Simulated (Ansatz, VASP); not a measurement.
Se in VASP and in Ansatz

```
Se
1.0
     7.81513    0.00000    0.00000
     0.00000    7.81513    0.00000
     0.00000    0.00000    2.65268
Se
6
Cartesian
  1.9543 1.9533 0.0000
  1.9533 5.8608 0.0000
  5.8608 5.8619 0.0000
  5.8619 1.9543 0.0000
  0.0000 0.0000 0.0000
  3.9076 3.9076 0.0000
```

Alike in both runs: functional PBE; k mesh 6 × 6 × 14; occupations gaussian, width 0.1 eV; no spin polarisation.

Ansatz relaxed the structure, and its values are those at the end. VASP's run is a single point on that final structure, the one shown.

```csv
,VASP,Ansatz
version,VASP 6.6.1,Ansatz 0.2.0
potentials or method,"VASP PAW PBE potentials, release 64 (Se), cutoff 520 eV","scalar-relativistic, plane waves, PAW"
valence electrons in the cell,36,96
```

|  | VASP | Ansatz | Ansatz less VASP |
| --- | --- | --- | --- |
| gap on the k mesh at the Fermi level (eV) | none | none | - |
| pressure (GPa) | 0.0 | 0.0 | -0.02 |

A gap of «none» marks a metal or a gap that the smearing closes. VASP's potentials hold 36 valence electrons a cell and Ansatz's 96, so a difference there can come from the potentials and not from the codes.
